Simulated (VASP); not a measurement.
Write the native input for VASP 6.6.1 that does the following.

```yaml
Task: relaxation of cell and atoms
Functional: LDA
Potentials_or_basis: VASP PAW LDA potentials, release 64 (Li_sv)
Cutoff: 750 eV
k_mesh: 16 × 16 × 16
Occupations: methfessel-paxton, width 0.1 eV
Spin: no spin polarisation
Dipole_correction: no
Further_INCAR_settings: ALGO = Normal; EDIFF = 1e-07; IBRION = 2; EDIFFG = -0.02; NSW = 80; ISIF = 3
```

The structure of Li lies in POSCAR:

```
Li
1.0
    0.0000000000      2.2100000000      2.2100000000
    2.2100000000      0.0000000000      2.2100000000
    2.2100000000      2.2100000000      0.0000000000
Li
1
Direct
    0.0000000000      0.0000000000      0.0000000000
```

This isn't the form of Li at room conditions, which is bcc.

One way to write it, as run:

INCAR

```
ALGO = Normal ; EDIFF = 1E-7
EDIFFG = -0.02 ; ENCUT = 750
GGA = CA ; GGA_COMPAT = False
IBRION = 2 ; ISIF = 3
ISMEAR = 1 ; LASPH = True
LCHARG = False ; LREAL = False
LWAVE = False ; NELM = 120
NELMIN = 4 ; NSW = 80
PREC = Accurate ; SIGMA = 0.1
```

KPOINTS

```
k-points
0
Gamma
  16 16 16
```

Potentials or basis: VASP PAW LDA potentials, release 64 (Li_sv).

The run is started by

```sh
$ cat potpaw_LDA.64/Li_sv/POTCAR > POTCAR
$ mpirun -np 1 vasp_std > vasp.out
```

It gave:

* Relaxed volume: 18.80 Å³/atom
* Relaxed cell: a = 2.984 Å, b = 2.984 Å, c = 2.984 Å, α = 60.00°, β = 60.00°, γ = 60.00°
* Space group after relaxing (to 0.1 Å): Fm-3m (No. 225)
* Energy gained by relaxing: 16.2 meV/atom
* Ionic steps: 4
* Pressure after relaxing: 0.0 GPa
* Band gap on the k mesh: zero (an odd number of electrons rules out a gap without spin polarisation)

Run time: 23 s on 1 thread of Intel(R) Xeon(R) 6975P-C (Granite Rapids), with other jobs on the host, peak memory 0.14 GiB.
